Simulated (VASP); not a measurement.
# C (P6_3/mmc) in VASP: a series of runs

The runs below take C through single point, with PBE exchange alone, RPBE, PBE.

Everything below comes from runs of VASP 6.6.1. Logs are shortened: lines on timing, memory, paths and dates and some standing lists are left out, and cuts for length are marked.

**1. The cell of the first run**

The structure is hexagonal, space group P6_3/mmc (No. 194). The conventional cell has a = 2.522 Å, b = 2.522 Å, c = 8.237 Å, α = 90.00°, β = 90.00°, γ = 120.00°. C (site symmetry 3m) has 4 C at 1.54 Å within 2.1 Å. Within 2.1 Å of C (site symmetry 3m) lie 4 C at 1.54 Å.

**2. Single point, PBE exchange alone**

File INCAR:

```
PREC = Accurate
ENCUT = 520
EDIFF = 1E-7
ISMEAR = -1
SIGMA = 0.05
LREAL = False
LASPH = True
NELM = 60
ALGO = Normal
ISIF = 2
LWAVE = False
LCHARG = True
GGA = PE
ALDAC = 0.0
AGGAC = 0.0
LELF = True
LVHAR = True
NBANDS = 26
```

File KPOINTS:

```
Automatic mesh
0
Gamma
  12 12 4
```

File POSCAR:

```
C
1.0
    2.5221000000      0.0000000000      0.0000000000
   -1.2610500000      2.1842026709      0.0000000000
    0.0000000000      0.0000000000      8.2371000000
C
8
Direct
    0.6666666667      0.3333333333      0.8437500000
    0.3333333333      0.6666666667      0.3437500000
    0.6666666667      0.3333333333      0.6562500000
    0.3333333333      0.6666666667      0.1562500000
    0.0000000000      0.0000000000      0.9062500000
    0.0000000000      0.0000000000      0.4062500000
    0.0000000000      0.0000000000      0.5937500000
    0.0000000000      0.0000000000      0.0937500000
```

Potentials or basis: VASP PAW PBE potentials, release 64 (C).

Launch:

```console
$ cat potpaw_PBE.64/C/POTCAR > POTCAR
$ mpirun -np 1 vasp_std > vasp.out
```

OUTCAR:

```text
PREC = Accurate
   ENCUT = 520
   EDIFF = 1E-7
   ISMEAR = -1
   LREAL = False
   LASPH = True
   NELM = 60
   ISIF = 2
   GGA = PE

 ion  position               nearest neighbor table
   1  0.667  0.333  0.844-   3 1.54   5 1.54   5 1.54   5 1.54
   2  0.333  0.667  0.344-   4 1.54   6 1.54   6 1.54   6 1.54
   3  0.667  0.333  0.656-   1 1.54   7 1.54   7 1.54   7 1.54
   4  0.333  0.667  0.156-   2 1.54   8 1.54   8 1.54   8 1.54
   5  0.000  0.000  0.906-   8 1.54   1 1.54   1 1.54   1 1.54
   6  0.000  0.000  0.406-   7 1.54   2 1.54   2 1.54   2 1.54
   7  0.000  0.000  0.594-   6 1.54   3 1.54   3 1.54   3 1.54
   8  0.000  0.000  0.094-   5 1.54   4 1.54   4 1.54   4 1.54

  LATTYP: Found a hexagonal cell.
 ALAT       =     2.5221000000
 C/A-ratio  =     3.2659688355

  Lattice vectors:

 A1 = (   2.5221000000,   0.0000000000,   0.0000000000)
 A2 = (  -1.2610500000,   2.1842026709,   0.0000000000)
 A3 = (   0.0000000000,   0.0000000000,   8.2371000000)

Analysis of symmetry for initial positions (statically):
=====================================================================
 Subroutine PRICEL returns:
 Original cell was already a primitive cell.

 Routine SETGRP: Setting up the symmetry group for a
 hexagonal supercell.

 Subroutine GETGRP returns: Found 24 space group operations
 (whereof 12 operations were pure point group operations)
 out of a pool of 24 trial point group operations.

The static configuration has the point symmetry D_3d.
 The point group associated with its full space group is D_6h.

Analysis of symmetry for dynamics (positions and initial velocities):
=====================================================================
 Subroutine PRICEL returns:
 Original cell was already a primitive cell.

 Routine SETGRP: Setting up the symmetry group for a
 hexagonal supercell.

 Subroutine GETGRP returns: Found 24 space group operations
 (whereof 12 operations were pure point group operations)
 out of a pool of 24 trial point group operations.

The dynamic configuration has the point symmetry D_3d.
 The point group associated with its full space group is D_6h.

 Subroutine INISYM returns: Found 24 space group operations
 (whereof 12 operations are pure point group operations),
 and found     1 'primitive' translations

----------------------------------------------------------------------------------------

                                     Primitive cell

  volume of cell :      45.3764

  direct lattice vectors                    reciprocal lattice vectors
     2.522100000  0.000000000  0.000000000     0.396494984  0.228916486  0.000000000
    -1.261050000  2.184202671  0.000000000     0.000000000  0.457832972  0.000000000
     0.000000000  0.000000000  8.237100000     0.000000000  0.000000000  0.121401950

  length of vectors
     2.522100000  2.522100000  8.237100000     0.457832972  0.457832972  0.121401950

  position of ions in fractional coordinates (direct lattice)
     0.666666667  0.333333333  0.843750000
     0.333333333  0.666666667  0.343750000
     0.666666667  0.333333333  0.656250000
     0.333333333  0.666666667  0.156250000
     0.000000000  0.000000000  0.906250000
     0.000000000  0.000000000  0.406250000
     0.000000000  0.000000000  0.593750000
     0.000000000  0.000000000  0.093750000

  ion indices of the primitive-cell ions
   primitive index   ion index
                 1           1
                 2           2
                 3           3
                 4           4
                 5           5
                 6           6
                 7           7
                 8           8

----------------------------------------------------------------------------------------

 KPOINTS: Automatic mesh

Automatic generation of k-mesh.
 Grid dimensions read from file:
 generate k-points for:   12   12    4

 Generating k-lattice:

  Cartesian coordinates                     Fractional coordinates (reciprocal lattice)
     0.033041249  0.019076374  0.000000000     0.083333333  0.000000000  0.000000000
     0.000000000  0.038152748  0.000000000     0.000000000  0.083333333  0.000000000
     0.000000000  0.000000000  0.030350487     0.000000000  0.000000000  0.250000000

  Length of vectors
     0.038152748  0.038152748  0.030350487

  Shift w.r.t. Gamma in fractional coordinates (k-lattice)
     0.000000000  0.000000000  0.000000000

 Subroutine IBZKPT returns following result:
 ===========================================

 Found     57 irreducible k-points:

 Following reciprocal coordinates:
            Coordinates               Weight
  0.000000  0.000000  0.000000      1.000000
  0.083333  0.000000  0.000000      6.000000
  0.166667  0.000000  0.000000      6.000000
  0.250000  0.000000  0.000000      6.000000
  0.333333  0.000000  0.000000      6.000000
  0.416667  0.000000  0.000000      6.000000
[... 16 lines left out ...]
  0.250000  0.000000  0.250000     12.000000
  0.333333  0.000000  0.250000     12.000000
 [... further k-points ...]
   k-points           NKPTS =     57   k-points in BZ     NKDIM =     57   number of bands    NBANDS=     26
   number of dos      NEDOS =    301   number of ions     NIONS =      8
   total plane-waves  NPLWV =  25600
   dimension x,y,z NGX =    20 NGY =   20 NGZ =   64
   dimension x,y,z NGXF=    40 NGYF=   40 NGZF=  128
   ions per type =               8
   NGX,Y,Z   is equivalent  to a cutoff of  13.18, 13.18, 12.92 a.u.
   NGXF,Y,Z  is equivalent  to a cutoff of  26.37, 26.37, 25.83 a.u.
 SYSTEM =  unknown system
   PREC   = accura    normal or accurate (medium, high low for compatibility)
   ISTART =      0    job   : 0-new  1-cont  2-samecut
   ICHARG =      2    charge: 1-file 2-atom 10-const
   ISPIN  =      1    spin polarized calculation?
   LNONCOLLINEAR =      F non collinear calculations
   LSORBIT =      F    spin-orbit coupling
   LASPH  =      T    aspherical Exc in radial PAW
   ENCUT  =  520.0 eV  38.22 Ry    6.18 a.u.   4.69  4.69 15.32*2*pi/ulx,y,z
   NELM   =     60;   NELMIN=  2; NELMDL= -5     # of ELM steps
   EDIFF  = 0.1E-06   stopping-criterion for ELM
   LREAL  =      F    real-space projection
   EDIFFG = 0.1E-05   stopping-criterion for IOM
   NSW    =      0    number of steps for IOM
   IBRION =     -1    ionic relax: 0-MD 1-quasi-New 2-CG
   NFREE  =      0    steps in history (QN), initial steepest desc. (CG)
   ISIF   =      2    stress and relaxation
   ISYM   =      2    0-nonsym 1-usesym 2-fastsym
   POTIM  = 0.5000    time-step for ionic-motion
   TEBEG  =    0.0;   TEEND  =   0.0 temperature during run
   PSTRESS=    0.0 pullay stress
   NELECT =      32.0000    total number of electrons
   NUPDOWN=      -1.0000    fix difference up-down
   EMIN   =  10.00;   EMAX   =-10.00  energy-range for DOS
   EFERMI =   0.00;   METHOD = LEGACY
   ISMEAR =    -1;   SIGMA  =   0.05  broadening in eV -4-tet -1-fermi 0-gaus
   EFERMI_NEDOS =   21; number of points for ismear=-14 and -15
   IALGO  =     38    algorithm
   IMIX   =      4    mixing-type and parameters
     AMIX     =   0.40;   BMIX     =  1.00
     AMIX_MAG =   1.60;   BMIX_MAG =  1.00
  volume/ion in A,a.u.               =       5.67        38.28
  Fermi-wavevector in a.u.,A,eV,Ry     =   1.457186  2.753682 28.890486  2.123391
  Thomas-Fermi vector in A             =   2.574017
   LORBIT       =      0    0 simple, 1 ext, 2 COOP (PROOUT), +10 PAW based schemes
   GGA     = PE    functional components
   LHFCALC =     F    Hartree Fock is set to
   AEXX    =    0.0000 exact exchange contribution
   IVDW    =     0    specifies the selected vdW correction
   LEPSILON=     F    determine dielectric tensor
   LRPA    =     F    only Hartree local field effects (RPA)
 non-spin polarized calculation
  energy-cutoff  :      520.00
  volume of cell :       45.38
 maximum number of plane-waves:      1242
 NGX is ok and might be reduce to    20
   NGX =  9   NGY =  9   NGZ = 31

 number of electron      31.9999995 magnetization

 Free energy of the ion-electron system (eV)
  ---------------------------------------------------
  ext. energy  EPLUGINS =         0.00000000
  ---------------------------------------------------
  free energy    TOTEN  =       -58.23982712 eV

  energy without entropy =      -58.23982712  energy(sigma->0) =      -58.23982712

 E-fermi :  12.3746     XC(G=0): -11.3351

 val. band max:       11.3678138460   @ k =   0.0000   0.0000   0.0000
 cond. band min:      16.1381721894   @ k =   0.4167   0.0000   0.0000
 fundamental gap:      4.7703583434
 Fermi energy:        12.3746312843

 k-point     1 :       0.0000    0.0000    0.0000
  band No.  band energies     occupation
      1     -10.0002      2.00000
      2      -8.3201      2.00000
      3      -8.2709      2.00000
      4      -4.2823      2.00000
      5      -1.8980      2.00000
      6       4.7700      2.00000
[... 18 lines left out ...]
     25      19.7565      0.00000
     26      19.8035      0.00000

 k-point     2 :       0.0833    0.0000    0.0000
  band No.  band energies     occupation
      1      -9.8310      2.00000
      2      -8.1543      2.00000
      3      -8.1042      2.00000
      4      -4.1313      2.00000
      5      -1.7447      2.00000
      6       4.8446      2.00000
[... 18 lines left out ...]
     25      20.1742      0.00000
     26      20.3799      0.00000

 k-point     3 :       0.1667    0.0000    0.0000
  band No.  band energies     occupation
      1      -9.3253      2.00000
      2      -7.6596      2.00000
      3      -7.6066      2.00000
      4      -3.6806      2.00000
      5      -1.2992      2.00000
      6       4.9629      2.00000
[... 572 lines left out ...]
 k-point    23 :       0.2500    0.0000    0.2500
  band No.  band energies     occupation
      1      -8.3843      2.00000
      2      -7.5430      2.00000
      3      -5.8980      2.00000
      4      -3.6591      2.00000
      5       0.2182      2.00000
      6       3.0997      2.00000
[... 18 lines left out ...]
     25      21.9143      0.00000
     26      23.0604      0.00000

 k-point    24 :       0.3333    0.0000    0.2500
  band No.  band energies     occupation
      1      -7.2384      2.00000
      2      -6.4123      2.00000
      3      -4.8048      2.00000
      4      -2.6405      2.00000
      5       0.2816      2.00000
      6       1.3094      2.00000
[... 18 lines left out ...]
     25      21.9055      0.00000
     26      23.8781      0.00000

 [... further k-points ...]

------------------------ aborting loop because EDIFF is reached ----------------------------------------

  FORCE on cell =-STRESS in cart. coord.  units (eV):
  Direction    XX          YY          ZZ          XY          YZ          ZX
  --------------------------------------------------------------------------------------
  -------------------------------------------------------------------------------------
  Total        8.1287278      8.1287278     11.6794623     -0.0000000      0.0000000      0.0000000
  in kB      287.0143363    287.0143364    412.3859456     -0.0000000      0.0000000      0.0000000
  external PRESSURE =     328.8048728 kB  Pullay stress =       0.0000000 kB

 VOLUME and BASIS-vectors are now :
 -----------------------------------------------------------------------------
  energy-cutoff  :      520.00
  volume of cell :       45.38
      direct lattice vectors                 reciprocal lattice vectors
     2.522100000  0.000000000  0.000000000     0.396494984  0.228916486  0.000000000
    -1.261050000  2.184202671  0.000000000     0.000000000  0.457832972  0.000000000
     0.000000000  0.000000000  8.237100000     0.000000000  0.000000000  0.121401950

 POSITION                                       TOTAL-FORCE (eV/Angst)
 -----------------------------------------------------------------------------------
      1.26105      0.72807      6.95005         0.000000      0.000000      0.308914
     -0.00000      1.45614      2.83150        -0.000000      0.000000      0.308914
      1.26105      0.72807      5.40560         0.000000      0.000000     -0.308914
     -0.00000      1.45614      1.28705         0.000000     -0.000000     -0.308914
      0.00000      0.00000      7.46487         0.000000     -0.000000      0.346604
      0.00000      0.00000      3.34632        -0.000000     -0.000000      0.346604
      0.00000      0.00000      4.89078         0.000000     -0.000000     -0.346604
      0.00000      0.00000      0.77223        -0.000000     -0.000000     -0.346604
 -----------------------------------------------------------------------------------
    total drift:                               -0.000000      0.000000      0.000000

  FREE ENERGIE OF THE ION-ELECTRON SYSTEM (eV)
  ---------------------------------------------------
  free  energy   TOTEN  =       -58.2398271210 eV

  energy  without entropy=      -58.2398271209  energy(sigma->0) =      -58.23982712
```

Run time: 37 s. Hardware: 1 thread of Intel Xeon Platinum 8559C (Emerald Rapids), shared host; peak memory 0.18 GiB.

Results:

```
Free energy            : -58.2398 eV
Pressure               : 32.9 GPa
Largest force          : 0.347 eV/Å
Band gap on the k mesh : 4.77 eV (least direct gap 5.33 eV)
```

Forces on the atoms (eV/Å):
```
C    0.000  0.000  0.309
C    0.000  0.000  0.309
C    0.000  0.000 -0.309
C    0.000  0.000 -0.309
C    0.000  0.000  0.347
C    0.000  0.000  0.347
C    0.000  0.000 -0.347
C    0.000  0.000 -0.347
```

Levels at points of the mesh, in eV from the valence-band top:
```
           k point  band 14  band 15  band 16  band 17  band 18  band 19
(0.00, 0.00, 0.00)    -0.22     0.00     0.00     5.33     5.33     5.85
(0.50, 0.00, 0.00)    -4.47    -3.63    -2.88     4.84     5.96     6.18
(0.00, 0.00, 0.50)    -0.66    -0.66    -0.66     6.11     6.11     6.11
(0.50, 0.00, 0.50)    -4.61    -3.59    -3.59     5.19     5.19     7.45
```

Caveat: the stress differs along the axes, from 29 to 41 GPa.

(Continued in part 2 of 3.)
